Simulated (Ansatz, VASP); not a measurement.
**Si3Ge: VASP beside Ansatz**

Contents of POSCAR:

```
Si3Ge
1.0
    2.0180276755      1.1651088217      6.5869971652
   -2.0180276755      1.1651088217      6.5869971652
    0.0000000000     -2.3302176434      6.5869971652
Si Ge
3 1
Direct
    1.0014592231      0.0014592231      0.0014592231
    0.4986061564      0.4986061564      0.4986061564
    0.3751685846      0.3751685846      0.3751685846
    0.8747660359      0.8747660359      0.8747660359
```

Contents of INCAR.step1:

```
PREC = Accurate
ENCUT = 520
ISMEAR = 0
SIGMA = 0.01
LREAL = False
LASPH = True
NELM = 80
NBANDS = 21
GGA = PE
ALGO = Normal
EDIFF = 1E-4
LWAVE = True
LCHARG = False
```

The input INCAR.step2:

```
PREC = Accurate
ENCUT = 520
EDIFF = 1E-7
ISMEAR = 0
SIGMA = 0.01
LREAL = False
LASPH = True
NELM = 80
ALGO = Normal
ISIF = 2
LWAVE = False
LCHARG = False
METAGGA = R2SCAN
LMIXTAU = True
NBANDS = 21
ISTART = 1
```

File KPOINTS:

```
regular mesh
0
Gamma
  8 8 8
```

Input for Ansatz:

```yaml
crystal:
  lattice:
    - [2.0180276755, 1.1651088217, 6.5869971652]
    - [-2.0180276755, 1.1651088217, 6.5869971652]
    - [0.0, -2.3302176434, 6.5869971652]
  atoms:
    - { symbol: Si, position: [1.0014592231, 0.0014592231, 0.0014592231] }
    - { symbol: Si, position: [0.4986061564, 0.4986061564, 0.4986061564] }
    - { symbol: Si, position: [0.3751685846, 0.3751685846, 0.3751685846] }
    - { symbol: Ge, position: [0.8747660359, 0.8747660359, 0.8747660359] }
kpoints:
  mp_grid: { grid: [8, 8, 8] }
  band_path:
    path:
      - [0.0, 0.0, 0.0]
      - [-0.5, -0.5, -0.5]
      - [-0.5, -0.1875243836, -0.8124756164]
      - [-0.1875243836, 0.1875243836, -0.5]
      - [0.0, 0.0, -0.5]
      - [0.0, 0.3437621918, -0.3437621918]
      - [-0.3437621918, 0.0, -0.6562378082]
      - [-0.5, 0.0, -0.5]
      - [0.25, -0.375, -0.375]
    npoints: 1
hamiltonian:
  xc: r2scan
scf:
  occupations: { method: fixed }
  n_extra_bands: 5
output:
  forces: true
  stress: true
  eigenvalues: true
```

Change from the starting cell: hydrostatic strain +3.9%.

Alike in both runs: task single point; functional r2SCAN; k mesh 8 × 8 × 8; no spin polarisation.

|  | VASP | Ansatz |
| --- | --- | --- |
| version | VASP 6.6.1 | Ansatz 0.2.0 |
| potentials or method | VASP PAW PBE potentials, release 64 (Si, Ge_d) | plane waves, PAW |
| plane-wave cutoff (eV) | 520 | 500 |
| occupations | gaussian, width 0.01 eV | fixed |
| valence electrons in the cell | 26 | 26 |

```tsv
	VASP	Ansatz	Ansatz less VASP
gap on the k mesh at the Fermi level (eV)	0.86	0.85	-0.002
pressure (GPa)	-8.2	-8.0	+0.11
rms of the force components (eV/Å)	0.006	0.004	-0.0020
```

VASP's potentials were made for PBE, not for r2SCAN. Atom by atom the forces differ by 0.005 eV/Å (rms over components).
